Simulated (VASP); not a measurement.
Wanted: the native input for a VASP 6.6.1 run.

* Task: single point
* Functional: PBE
* Potentials or basis: VASP PAW PBE potentials, release 64 (Mg, O)
* Cutoff: 520 eV
* k mesh: 2 × 2 × 2, shifted
* Occupations: gaussian, width 0.01 eV
* Spin: no spin polarisation
* Dipole correction: no
* Further INCAR settings: LREAL = Auto; ALGO = Normal; EDIFF = 1e-07; NBANDS = 87

The structure of Mg17O16 (a cell with a defect) lies in POSCAR:

```
Mg17O16
1.0
   -4.2535896556      4.2535896556     -4.2535896556
    4.2535896556      4.2535896556      4.2535896556
    4.2535896556     -4.2535896556     -4.2535896556
Mg O
17 16
Direct
    0.2676138219      0.7389026761     -0.0011798727
   -0.0005755605     -0.1161939388     -0.0156672500
    0.5020813914      0.7601922196      0.7539312492
    0.7057890189      0.2549203634     -0.0064383971
    0.2358734417      0.0085908667      0.7579127383
    0.5080867400      0.5147849322      0.0042415658
   -0.0006414288      0.2682852549      0.6995723929
    0.7628869069      0.7720092313      0.5213756460
    0.4907430841      0.0059992316      0.4957190808
    0.7310238838      0.4706720796      0.7304759354
   -0.0006092408      0.7467480458      0.2654847275
    0.2494827782      0.2528685987      0.4909467138
   -0.0006716376      0.5029508885      0.4867248646
    0.7490241330      0.0027264379      0.2408785979
    0.4964252193      0.2574850933      0.2510641487
    0.2930756596      0.5486853247      0.2872266547
   -0.0003507351      0.1883268401     -0.0200637527
    0.2628095725      0.5064836875      0.7447955089
   -0.0006812496      0.6909736994      0.7414288617
    0.5070792182      0.5104249202      0.5090134501
    0.7023793745      0.0148075716      0.7396722638
    0.2453928071      0.7557475350      0.5031481032
    0.4849741281      0.2550473558      0.7450556913
   -0.0006662899      0.0077540675      0.4889707962
    0.7533393108      0.5097468916      0.2570476394
    0.5137542364      0.7694470566      0.2594488179
    0.7357316685      0.2429109411      0.4813471023
   -0.0006763965      0.4812389344     -0.0008033192
    0.2533663296     -0.0098030140      0.2573269230
   -0.0008259780      0.2643005318      0.2580550884
    0.7453068518      0.7364652900      0.0031980057
    0.4914999414      0.0026448923      0.0012412985
    0.2965836164      0.3122008248      0.0366411235
```

This cell differs from its parent crystal: with an interstitial atom, then relaxed in part.

The input as run:

INCAR

```
SYSTEM = Mg17O16
ALGO = Normal ; EDIFF = 1E-7
ENCUT = 520 ; GGA = PE
ISIF = 2 ; ISMEAR = 0
LASPH = .TRUE. ; LCHARG = .FALSE.
LREAL = Auto ; LWAVE = .FALSE.
NBANDS = 87 ; NELM = 60
PREC = Accurate ; SIGMA = 0.01
```

KPOINTS

```
Automatic mesh
0
Gamma
  2 2 2
  0.5 0.5 0.5
```

Potentials or basis: VASP PAW PBE potentials, release 64 (Mg, O).

Command:

```bash
$ cat potpaw_PBE.64/Mg/POTCAR potpaw_PBE.64/O/POTCAR > POTCAR
$ mpirun -np 1 vasp_std > vasp.out
```

Results of the run:

The pressure is 16.7 GPa and the largest force is 0.025 eV/Å. The band gap on the k mesh is 1.56 eV.

Caveat: the cell differs from its parent crystal (with an interstitial atom, then relaxed in part).

Run time: 8.1 min on 1 thread of Intel Xeon 8259CL, on a shared host, peak memory 0.44 GiB.
